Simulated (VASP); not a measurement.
# PdAuCl3 (I4/mcm) in VASP: single point with PBEsol

Aim: the single point of PdAuCl3 with PBEsol.

Everything below comes from runs of VASP 6.6.1. Logs are shortened: lines on timing, memory, paths and dates and some standing lists are left out, and cuts for length are marked.

**1. The cell of the first run**

Symmetry: I4/mcm, No. 140, tetragonal system. Conventional cell: a = 6.868 Å, b = 6.868 Å, c = 9.262 Å, α = 90.00°, β = 90.00°, γ = 90.00°. Within 3.6 Å of Pd (site symmetry -42m) lie 8 Cl at 2.76 to 3.43 Å. Within 3.1 Å of Au (site symmetry 4/m) lie 6 Cl at 2.32 to 2.60 Å. Cl (site symmetry m2m) has 2 Au at 2.60 Å and 2 Pd at 2.76 Å and 5 Cl at 3.00 to 3.48 Å within 3.5 Å. Within 3.1 Å of Cl (site symmetry 422) lie 2 Au at 2.32 Å.

**2. Single point, PBEsol**

INCAR

```
ALGO = Normal
EDIFF = 1E-7
ENCUT = 520
GGA = PS
ISIF = 2
ISMEAR = -1
LASPH = True
LCHARG = True
LELF = True
LREAL = False
LVHAR = True
LWAVE = False
NBANDS = 53
NELM = 80
PREC = Accurate
SIGMA = 0.03
```

KPOINTS

```
k-points
0
Gamma
  4 4 4
```

POSCAR

```
PdAuCl3
1.0
   -3.4341641204      3.4341641204      4.6311787852
    3.4341641204     -3.4341641204      4.6311787852
    3.4341641204      3.4341641204     -4.6311787852
Pd Au Cl
2 2 6
Direct
    0.7500000000      0.2500000000      0.5000000000
    0.2500000000      0.7500000000      0.5000000000
    0.0000000000      0.0000000000      0.0000000000
    0.5000000000      0.5000000000      0.0000000000
    0.8457685892      0.3457685892      0.1915371784
    0.3457685892      0.1542314108      0.5000000000
    0.6542314108      0.8457685892      0.5000000000
    0.1542314108      0.6542314108      0.8084628216
    0.7500000000      0.7500000000      0.0000000000
    0.2500000000      0.2500000000      0.0000000000
```

Potentials or basis: VASP PAW PBE potentials, release 64 (Pd, Au, Cl).

Run with:

```console
cat potpaw_PBE.64/Pd/POTCAR potpaw_PBE.64/Au/POTCAR potpaw_PBE.64/Cl/POTCAR > POTCAR
mpirun -np 1 vasp_std > vasp.out
```

OUTCAR:

```text
EDIFF = 1E-7
   ENCUT = 520
   GGA = PS
   ISIF = 2
   ISMEAR = -1
   LASPH = True
   LREAL = False
   NELM = 80
   PREC = Accurate

 ion  position               nearest neighbor table
   1  0.750  0.250  0.500-   8 2.76   6 2.76   7 2.76   5 2.76
   2  0.250  0.750  0.500-   5 2.76   6 2.76   7 2.76   8 2.76
   3  0.000  0.000  0.000-   9 2.32  10 2.32   8 2.60   5 2.60   6 2.60   7 2.60
   4  0.500  0.500  0.000-   9 2.32  10 2.32   8 2.60   5 2.60   7 2.60   6 2.60
   5  0.846  0.346  0.192-   3 2.60   4 2.60   2 2.76   1 2.76
   6  0.346  0.154  0.500-   4 2.60   3 2.60   1 2.76   2 2.76
   7  0.654  0.846  0.500-   3 2.60   4 2.60   1 2.76   2 2.76
   8  0.154  0.654  0.808-   3 2.60   4 2.60   1 2.76   2 2.76
   9  0.750  0.750  0.000-   3 2.32   4 2.32
  10  0.250  0.250  0.000-   3 2.32   4 2.32

  LATTYP: Found a body centered tetragonal cell.
 ALAT       =     6.8683282408
 C/A-ratio  =     1.3485607044

  Lattice vectors:

 A1 = (  -3.4341641204,   3.4341641204,   4.6311787852)
 A2 = (   3.4341641204,  -3.4341641204,   4.6311787852)
 A3 = (   3.4341641204,   3.4341641204,  -4.6311787852)

Analysis of symmetry for initial positions (statically):
=====================================================================
 Subroutine PRICEL returns:
 Original cell was already a primitive cell.

 Routine SETGRP: Setting up the symmetry group for a
 body centered tetragonal supercell.

 Subroutine GETGRP returns: Found 16 space group operations
 (whereof  8 operations were pure point group operations)
 out of a pool of 16 trial point group operations.

The static configuration has the point symmetry C_4h.
 The point group associated with its full space group is D_4h.

Analysis of symmetry for dynamics (positions and initial velocities):
=====================================================================
 Subroutine PRICEL returns:
 Original cell was already a primitive cell.

 Routine SETGRP: Setting up the symmetry group for a
 body centered tetragonal supercell.

 Subroutine GETGRP returns: Found 16 space group operations
 (whereof  8 operations were pure point group operations)
 out of a pool of 16 trial point group operations.

The dynamic configuration has the point symmetry C_4h.
 The point group associated with its full space group is D_4h.

 Subroutine INISYM returns: Found 16 space group operations
 (whereof  8 operations are pure point group operations),
 and found     1 'primitive' translations

----------------------------------------------------------------------------------------

                                     Primitive cell

  volume of cell :     218.4709

  direct lattice vectors                    reciprocal lattice vectors
    -3.434164120  3.434164120  4.631178785     0.000000000  0.145595837  0.107963873
     3.434164120 -3.434164120  4.631178785     0.145595837  0.000000000  0.107963873
     3.434164120  3.434164120 -4.631178785     0.145595837  0.145595837  0.000000000

  length of vectors
     6.710796030  6.710796030  6.710796030     0.181257678  0.181257678  0.205903608

  position of ions in fractional coordinates (direct lattice)
     0.750000000  0.250000000  0.500000000
     0.250000000  0.750000000  0.500000000
     0.000000000  0.000000000  0.000000000
     0.500000000  0.500000000  0.000000000
     0.845768589  0.345768589  0.191537178
     0.345768589  0.154231411  0.500000000
     0.654231411  0.845768589  0.500000000
     0.154231411  0.654231411  0.808462822
     0.750000000  0.750000000  0.000000000
     0.250000000  0.250000000  0.000000000

  ion indices of the primitive-cell ions
   primitive index   ion index
                 1           1
                 2           2
                 3           3
                 4           4
                 5           5
                 6           6
                 7           7
                 8           8
                 9           9
                10          10

----------------------------------------------------------------------------------------

 KPOINTS: k-points

Automatic generation of k-mesh.
 Grid dimensions read from file:
 generate k-points for:    4    4    4

 Generating k-lattice:

  Cartesian coordinates                     Fractional coordinates (reciprocal lattice)
     0.000000000  0.036398959  0.026990968     0.250000000  0.000000000  0.000000000
     0.036398959  0.000000000  0.026990968     0.000000000  0.250000000  0.000000000
     0.036398959  0.036398959  0.000000000     0.000000000  0.000000000  0.250000000

  Length of vectors
     0.045314419  0.045314419  0.051475902

  Shift w.r.t. Gamma in fractional coordinates (k-lattice)
     0.000000000  0.000000000  0.000000000

 Subroutine IBZKPT returns following result:
 ===========================================

 Found     13 irreducible k-points:

 Following reciprocal coordinates:
            Coordinates               Weight
  0.000000  0.000000  0.000000      1.000000
  0.250000  0.000000 -0.000000      8.000000
  0.500000  0.000000 -0.000000      4.000000
  0.250000  0.250000 -0.000000      8.000000
  0.500000  0.250000 -0.000000     16.000000
 -0.250000  0.250000  0.000000      4.000000
  0.500000  0.500000 -0.000000      2.000000
  0.250000  0.250000  0.250000      2.000000
 -0.250000  0.250000  0.250000      4.000000
  0.500000  0.500000  0.250000      4.000000
 -0.250000  0.500000  0.250000      8.000000
 -0.250000 -0.250000  0.250000      2.000000
  0.500000  0.500000  0.500000      1.000000
   k-points           NKPTS =     13   k-points in BZ     NKDIM =     13   number of bands    NBANDS=     53
   number of dos      NEDOS =    301   number of ions     NIONS =     10
   total plane-waves  NPLWV = 125000
   dimension x,y,z NGX =    50 NGY =   50 NGZ =   50
   dimension x,y,z NGXF=   100 NGYF=  100 NGZF=  100
   ions per type =               2   2   6
   NGX,Y,Z   is equivalent  to a cutoff of  12.39, 12.39, 12.39 a.u.
   NGXF,Y,Z  is equivalent  to a cutoff of  24.77, 24.77, 24.77 a.u.
 SYSTEM =  unknown system
   PREC   = accura    normal or accurate (medium, high low for compatibility)
   ISTART =      0    job   : 0-new  1-cont  2-samecut
   ICHARG =      2    charge: 1-file 2-atom 10-const
   ISPIN  =      1    spin polarized calculation?
   LNONCOLLINEAR =      F non collinear calculations
   LSORBIT =      F    spin-orbit coupling
   LASPH  =      T    aspherical Exc in radial PAW
   ENCUT  =  520.0 eV  38.22 Ry    6.18 a.u.  12.48 12.48 12.48*2*pi/ulx,y,z
   NELM   =     80;   NELMIN=  2; NELMDL= -5     # of ELM steps
   EDIFF  = 0.1E-06   stopping-criterion for ELM
   LREAL  =      F    real-space projection
   EDIFFG = 0.1E-05   stopping-criterion for IOM
   NSW    =      0    number of steps for IOM
   IBRION =     -1    ionic relax: 0-MD 1-quasi-New 2-CG
   NFREE  =      0    steps in history (QN), initial steepest desc. (CG)
   ISIF   =      2    stress and relaxation
   ISYM   =      2    0-nonsym 1-usesym 2-fastsym
   POTIM  = 0.5000    time-step for ionic-motion
   TEBEG  =    0.0;   TEEND  =   0.0 temperature during run
   PSTRESS=    0.0 pullay stress
   NELECT =      84.0000    total number of electrons
   NUPDOWN=      -1.0000    fix difference up-down
   EMIN   =  10.00;   EMAX   =-10.00  energy-range for DOS
   EFERMI =   0.00;   METHOD = LEGACY
   ISMEAR =    -1;   SIGMA  =   0.03  broadening in eV -4-tet -1-fermi 0-gaus
   EFERMI_NEDOS =   21; number of points for ismear=-14 and -15
   IALGO  =     38    algorithm
   IMIX   =      4    mixing-type and parameters
     AMIX     =   0.40;   BMIX     =  1.00
     AMIX_MAG =   1.60;   BMIX_MAG =  1.00
  volume/ion in A,a.u.               =      21.85       147.43
  Fermi-wavevector in a.u.,A,eV,Ry     =   1.190429  2.249584 19.281094  1.417120
  Thomas-Fermi vector in A             =   2.326514
   LORBIT       =      0    0 simple, 1 ext, 2 COOP (PROOUT), +10 PAW based schemes
   GGA     = PS    functional components
   LHFCALC =     F    Hartree Fock is set to
   AEXX    =    0.0000 exact exchange contribution
   IVDW    =     0    specifies the selected vdW correction
   LEPSILON=     F    determine dielectric tensor
   LRPA    =     F    only Hartree local field effects (RPA)
 non-spin polarized calculation
  energy-cutoff  :      520.00
  volume of cell :      218.47
 maximum number of plane-waves:      5895
 NGX is ok and might be reduce to    50
   NGX = 25   NGY = 25   NGZ = 25

 number of electron      84.0000004 magnetization

 Free energy of the ion-electron system (eV)
  ---------------------------------------------------
  ext. energy  EPLUGINS =         0.00000000
  ---------------------------------------------------
  free energy    TOTEN  =       -29.60120745 eV

  energy without entropy =      -29.56516289  energy(sigma->0) =      -29.58318517

 E-fermi :   3.5964     XC(G=0):  -9.9910

 val. band max:        3.5791326294   @ k =   0.5000   0.5000  -0.0000
 cond. band min:       3.6337376873   @ k =   0.5000   0.5000   0.2500
 fundamental gap:      0.0546050580
 Fermi energy:         3.5963604852

 k-point     1 :       0.0000    0.0000    0.0000
  band No.  band energies     occupation
      1     -12.3539      2.00000
      2     -11.5594      2.00000
      3     -11.5404      2.00000
      4     -11.4791      2.00000
      5     -11.2189      2.00000
      6     -11.2189      2.00000
[... 45 lines left out ...]
     52      11.2042      0.00000
     53      11.3698      0.00000

 k-point     2 :       0.2500    0.0000   -0.0000
  band No.  band energies     occupation
      1     -12.2339      2.00000
      2     -11.6086      2.00000
      3     -11.5643      2.00000
      4     -11.5425      2.00000
      5     -11.2426      2.00000
      6     -11.2235      2.00000
[... 45 lines left out ...]
     52      10.5025      0.00000
     53      11.2033      0.00000

 k-point     3 :       0.5000    0.0000   -0.0000
  band No.  band energies     occupation
      1     -11.9273      2.00000
      2     -11.9273      2.00000
      3     -11.5649      2.00000
      4     -11.5649      2.00000
      5     -11.2373      2.00000
      6     -11.2373      2.00000
[... 45 lines left out ...]
     52      10.6810      0.00000
     53      11.4100      0.00000
[... 449 lines left out ...]
 k-point    12 :      -0.2500   -0.2500    0.2500
  band No.  band energies     occupation
      1     -12.1509      2.00000
      2     -11.7428      2.00000
      3     -11.5601      2.00000
      4     -11.5327      2.00000
      5     -11.2242      2.00000
      6     -11.2242      2.00000
[... 45 lines left out ...]
     52      10.4186      0.00000
     53      11.2588      0.00000

 k-point    13 :       0.5000    0.5000    0.5000
  band No.  band energies     occupation
      1     -11.9725      2.00000
      2     -11.9183      2.00000
      3     -11.5796      2.00000
      4     -11.5112      2.00000
      5     -11.2295      2.00000
      6     -11.2295      2.00000
[... 45 lines left out ...]
     52      10.6170      0.00000
     53      10.6170      0.00000

------------------------ aborting loop because EDIFF is reached ----------------------------------------

  FORCE on cell =-STRESS in cart. coord.  units (eV):
  Direction    XX          YY          ZZ          XY          YZ          ZX
  --------------------------------------------------------------------------------------
  -------------------------------------------------------------------------------------
  Total       -0.1267470     -0.1267470     -0.1276340      0.0000000     -0.0000000      0.0000000
  in kB       -0.9295113     -0.9295113     -0.9360163      0.0000000     -0.0000000      0.0000000
  external PRESSURE =      -0.9316796 kB  Pullay stress =       0.0000000 kB

 VOLUME and BASIS-vectors are now :
 -----------------------------------------------------------------------------
  energy-cutoff  :      520.00
  volume of cell :      218.47
      direct lattice vectors                 reciprocal lattice vectors
    -3.434164120  3.434164120  4.631178785     0.000000000  0.145595837  0.107963873
     3.434164120 -3.434164120  4.631178785     0.145595837  0.000000000  0.107963873
     3.434164120  3.434164120 -4.631178785     0.145595837  0.145595837  0.000000000

 POSITION                                       TOTAL-FORCE (eV/Angst)
 -----------------------------------------------------------------------------------
      0.00000      3.43416      2.31559        -0.000000      0.000000      0.000000
      3.43416      0.00000      2.31559        -0.000000      0.000000      0.000000
      0.00000      0.00000      0.00000        -0.000000      0.000000      0.000000
      0.00000      0.00000      4.63118        -0.000000      0.000000      0.000000
     -1.05931      2.37485      4.63118        -0.002803     -0.002803      0.000000
      1.05931      2.37485      0.00000         0.002803     -0.002803      0.000000
      2.37485      1.05931      4.63118        -0.002803      0.002803     -0.000000
      4.49348      1.05931      0.00000         0.002803      0.002803     -0.000000
      0.00000      0.00000      6.94677        -0.000000      0.000000      0.000000
      0.00000      0.00000      2.31559        -0.000000     -0.000000      0.000000
 -----------------------------------------------------------------------------------
    total drift:                               -0.000000     -0.000000     -0.000000

  FREE ENERGIE OF THE ION-ELECTRON SYSTEM (eV)
  ---------------------------------------------------
  free  energy   TOTEN  =       -29.6012074463 eV

  energy  without entropy=      -29.5651628859  energy(sigma->0) =      -29.58318517
```

Wall time 5.7 min (1 thread of Intel Xeon Platinum 8259CL at 2.50GHz (Skylake/Cascade Lake), shared host); peak memory 0.42 GiB.

Results:

```
Free energy            : -29.6012 eV
Pressure               : -0.1 GPa
Largest force          : 0.004 eV/Å
Band gap on the k mesh : zero (bands 42 and 43 overlap by 0.11 eV)
```

Forces on the atoms (eV/Å):
```
Pd   0.000  0.000  0.000
Pd   0.000  0.000  0.000
Au   0.000  0.000  0.000
Au   0.000  0.000  0.000
Cl  -0.003 -0.003  0.000
Cl   0.003 -0.003  0.000
Cl  -0.003  0.003  0.000
Cl   0.003  0.003  0.000
Cl   0.000  0.000  0.000
Cl   0.000  0.000  0.000
```

Caveat: the PAW data sets were made with another functional, which shifts forces and pressure a little; spin-orbit coupling is left out, which moves the levels of the heavy elements.
